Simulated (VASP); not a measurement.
# Zn (Im-3m) in VASP: settings compared, part 2 of 2

VASP 6.6.1. The steps go on from the part before.

## (3) Single point, revPBE

This run uses another cell than the first one, of 15.91 Å³/atom, 1.088 times its volume.

INCAR

```
ALGO = Normal
EDIFF = 1E-7
ENCUT = 520
GGA = RE
ISIF = 2
ISMEAR = -1
LASPH = T
LCHARG = T
LELF = T
LREAL = F
LVHAR = T
LWAVE = F
NBANDS = 12
NELM = 100
PREC = Accurate
SIGMA = 0.05
```

KPOINTS

```
k-points
0
Gamma
  12 12 12
```

POSCAR

```
Zn
1.0
   -1.5842957434      1.5842957434      1.5842957434
    1.5842957434     -1.5842957434      1.5842957434
    1.5842957434      1.5842957434     -1.5842957434
Zn
1
Direct
    0.0000000000      0.0000000000      0.0000000000
```

Potentials or basis: VASP PAW PBE potentials, release 64 (Zn).

Run with:

```bash
> cat potpaw_PBE.64/Zn/POTCAR > POTCAR
> mpirun -np 1 vasp_std > vasp.out
```

OUTCAR:

```text
EDIFF = 1E-7
   ENCUT = 520
   GGA = RE
   ISIF = 2
   ISMEAR = -1
   LASPH = T
   LREAL = F
   NELM = 100
   PREC = Accurate

 ion  position               nearest neighbor table
   1  0.000  0.000  0.000-

  LATTYP: Found a body centered cubic cell.
 ALAT       =     3.1685914868

  Lattice vectors:

 A1 = (  -1.5842957434,   1.5842957434,   1.5842957434)
 A2 = (   1.5842957434,  -1.5842957434,   1.5842957434)
 A3 = (   1.5842957434,   1.5842957434,  -1.5842957434)

Analysis of symmetry for initial positions (statically):
=====================================================================
 Subroutine PRICEL returns:
 Original cell was already a primitive cell.

 Routine SETGRP: Setting up the symmetry group for a
 body centered cubic supercell.

 Subroutine GETGRP returns: Found 48 space group operations
 (whereof 48 operations were pure point group operations)
 out of a pool of 48 trial point group operations.

The static configuration has the point symmetry O_h .

Analysis of symmetry for dynamics (positions and initial velocities):
=====================================================================
 Subroutine PRICEL returns:
[... 159 lines left out ...]
 Fermi energy:         2.9585948867

 k-point     1 :       0.0000    0.0000    0.0000
  band No.  band energies     occupation
      1      -7.1084      2.00000
      2      -4.6794      2.00000
      3      -4.6794      2.00000
      4      -4.6794      2.00000
      5      -4.2096      2.00000
      6      -4.2096      2.00000
      7      21.5685      0.00000
      8      21.5685      0.00000
      9      21.5686      0.00000
     10      23.4001      0.00000
     11      23.4001      0.00000
     12      23.4001      0.00000
[... 331 lines left out ...]
 k-point    24 :       0.4167    0.0833    0.0833
  band No.  band energies     occupation
      1      -5.1517      2.00000
      2      -4.9561      2.00000
      3      -4.2190      2.00000
      4      -4.1783      2.00000
      5      -4.1097      2.00000
      6       1.1098      2.00000
      7       2.2521      2.00000
      8      11.3496      0.00000
      9      12.0662      0.00000
     10      22.1056      0.00000
     11      22.8194      0.00000
     12      30.5929      0.00000

 [... further k-points ...]
[... 5 lines left out ...]
  --------------------------------------------------------------------------------------
  -------------------------------------------------------------------------------------
  Total        0.0248355      0.0248355      0.0248355      0.0000000      0.0000000     -0.0000000
  in kB        2.5015773      2.5015773      2.5015773      0.0000000      0.0000000     -0.0000000
  external PRESSURE =       2.5015773 kB  Pullay stress =       0.0000000 kB

 VOLUME and BASIS-vectors are now :
 -----------------------------------------------------------------------------
  energy-cutoff  :      520.00
  volume of cell :       15.91
      direct lattice vectors                 reciprocal lattice vectors
    -1.584295743  1.584295743  1.584295743     0.000000000  0.315597641  0.315597641
     1.584295743 -1.584295743  1.584295743     0.315597641  0.000000000  0.315597641
     1.584295743  1.584295743 -1.584295743     0.315597641  0.315597641  0.000000000

 POSITION                                       TOTAL-FORCE (eV/Angst)
 -----------------------------------------------------------------------------------
      0.00000      0.00000      0.00000        -0.000000     -0.000000      0.000000
 -----------------------------------------------------------------------------------
    total drift:                                0.000000     -0.000000      0.000000

  FREE ENERGIE OF THE ION-ELECTRON SYSTEM (eV)
  ---------------------------------------------------
  free  energy   TOTEN  =        -0.7251564043 eV

  energy  without entropy=       -0.7216780702  energy(sigma->0) =       -0.72341724
```

Wall time 6.4 s (1 thread of Intel Xeon 6975P-C (Granite Rapids), shared host); peak memory 0.13 GiB.

Results:

| Property | Result |
| --- | --- |
| Free energy | -0.7252 eV |
| Pressure | 0.3 GPa |
| Band gap on the k mesh | zero (band 6 reaches 7.14 eV, above the bottom of band 7 at 1.97 eV) |

Levels at points of the mesh, in eV from the Fermi level:
```tsv
k point	band 4	band 5	band 6	band 7	band 8	band 9
(0.00, 0.00, 0.00)	-7.64	-7.17	-7.17	18.61	18.61	18.61
(0.50, 0.00, 0.00)	-7.14	-6.85	-2.50	-0.99	11.12	12.50
(0.50, 0.50, 0.50)	-6.93	-6.93	4.18	4.18	4.18	7.23
```

Caveat: the PAW data sets were made with another functional, which shifts forces and pressure a little.

## (4) Single point, BLYP

This run uses another cell than the first one, of 15.45 Å³/atom, 1.057 times its volume.

INCAR

```
AGGAC    = 1.0          
AGGAX    = 1.0          
ALDAC    = 0.0          
ALDAX    = 1.0          
ALGO     = Fast           # electronic algorithm
EDIFF    = 1E-6           # SCF threshold, eV
ENCUT    = 520            # plane-wave cutoff, eV
GGA      = B5             # functional
ISIF     = 2              # what is computed and relaxed
ISMEAR   = -1             # smearing method
LASPH    = T              # aspherical terms in the spheres
LCHARG   = T              # write CHGCAR
LELF     = T              # ELF
LREAL    = F              # projectors in reciprocal space
LVHAR    = T            
LWAVE    = F              # write WAVECAR
NBANDS   = 12             # bands
NELM     = 60             # most SCF steps
PREC     = Accurate       # precision mode
SIGMA    = 0.05           # smearing width, eV
```

KPOINTS is that of step 3.

POSCAR

```
Zn
1.0
   -1.5690370000      1.5690370000      1.5690370000
    1.5690370000     -1.5690370000      1.5690370000
    1.5690370000      1.5690370000     -1.5690370000
Zn
1
Direct
    0.0000000000      0.0000000000      0.0000000000
```

Run with:

```bash
> cat potpaw_PBE.64/Zn/POTCAR > POTCAR
> mpirun -np 1 vasp_std > vasp.out
```

It took 7.1 s on 1 thread of Intel Xeon 6975P-C (Granite Rapids), shared host; peak memory 0.12 GiB.

Results (log left out):

| Item | Value |
| --- | --- |
| Free energy | -0.2522 eV |
| Pressure | 6.3 GPa |
| Band gap on the k mesh | zero (band 6 reaches 7.70 eV, above the bottom of band 7 at 2.44 eV) |

Levels at points of the mesh, in eV from the Fermi level:
```csv
k point,band 4,band 5,band 6,band 7,band 8,band 9
"(0.00, 0.00, 0.00)",-7.90,-7.40,-7.40,18.60,18.60,18.60
"(0.50, 0.00, 0.00)",-7.37,-7.07,-2.47,-1.07,11.10,12.76
"(0.50, 0.50, 0.50)",-7.15,-7.15,4.18,4.18,4.18,7.10
```

Caveat: the PAW data sets were made with another functional, which shifts forces and pressure a little.

## (5) Single point, PBE

This run uses another cell than the first one, of 15.45 Å³/atom, 1.057 times its volume.

INCAR

```
SYSTEM = Zn
  PREC = Accurate
  ENCUT = 520
  EDIFF = 1E-7
  ISMEAR = 0
  SIGMA = 0.012
  LREAL = .FALSE.
  LASPH = .TRUE.
  NELM = 100
  ALGO = Normal
  ISIF = 2
  LWAVE = .FALSE.
  LCHARG = .TRUE.
  GGA = PE
  LELF = .TRUE.
  LVHAR = .TRUE.
  NBANDS = 12
```

KPOINTS

```
Automatic mesh
0
G
  12 12 12
  0 0 0
```

POSCAR is that of step 4.

Run with:

```bash
> cat potpaw_PBE.64/Zn/POTCAR > POTCAR
> mpirun -np 1 vasp_std > vasp.out
```

Run time: 4.8 s. Hardware: 1 thread of Intel Xeon 6975P-C (Granite Rapids), shared host; peak memory 0.13 GiB.

It converged, with:

* Free energy: -1.0162 eV
* Pressure: 0.1 GPa
* Band gap on the k mesh: zero (band 6 reaches 7.27 eV, above the bottom of band 7 at 2.09 eV)

Levels at points of the mesh, in eV from the Fermi level:
```
           k point  band 2  band 3  band 4  band 5  band 6  band 7  band 8  band 9  band 10  band 11
(0.00, 0.00, 0.00)   -7.70   -7.70   -7.70   -7.20   -7.20   19.02   19.02   19.02    20.77    20.77
(0.50, 0.00, 0.00)   -8.00   -7.23   -7.17   -6.87   -2.58   -0.94   11.33   12.72    15.32    16.75
(0.50, 0.50, 0.50)   -8.24   -6.95   -6.95   -6.95    4.24    4.24    4.24    7.50     8.60     8.60
```

## (6) Summary

| level | cell | smearing | gap on the mesh (eV) | pressure (GPa) |
| --- | --- | --- | --- | --- |
| PBE+D4 | a = 2.668 Å, angles 109.5°, 1 atom | fermi-dirac 0.05 eV | none | 0.3 |
| revPBE | a = 2.744 Å, angles 109.5°, 1 atom | fermi-dirac 0.05 eV | none | 0.3 |
| BLYP | a = 2.718 Å, angles 109.5°, 1 atom | fermi-dirac 0.05 eV | none | 6.3 |
| PBE | a = 2.718 Å, angles 109.5°, 1 atom | gaussian 0.012 eV | none | 0.1 |

Alike in all rows: task single point; potentials or basis VASP PAW PBE potentials, release 64 (Zn); no spin polarisation; k mesh 12 × 12 × 12; cutoff (eV) 520.

Caveats: the PAW data sets were made with another functional, which shifts forces and pressure a little (some runs); pairwise dispersion overbinds metals, which lowers pressure and volume (some runs).

Total energies depend on the potentials used, so only differences within one code and one set of settings carry meaning.
